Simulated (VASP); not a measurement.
The system is KI.

```
K I
1.0
     4.29120    0.00000    0.00000
     0.00000    4.29120    0.00000
     0.00000    0.00000    4.29120
K I
1 1
Direct
  0.00000 0.00000 0.00000
  0.50000 0.50000 0.50000
```

Base run:

```yaml
Program: VASP 6.6.1
Functional: r2SCAN
Potentials_or_basis: VASP PAW PBE potentials, release 64 (K_sv, I)
Cutoff: 520 eV
k_mesh: 8 × 8 × 8
Occupations: gaussian, width 0.05 eV
Spin: no spin polarisation
```

Its results: band gap on the k mesh 4.04 eV (least direct gap 4.41 eV); pressure 0.0 GPa.

Question: The run is repeated on the same cell with these changes: functional from r2SCAN to PBE. What comes out?

Answer: Band gap on the k mesh 3.33 eV (least direct gap 3.69 eV); pressure 0.5 GPa.

Caveats: spin-orbit coupling is left out, which moves the levels of the heavy elements; the PAW data sets were made with another functional, which shifts forces and pressure a little (at least some runs).

A k mesh can miss the band edges.
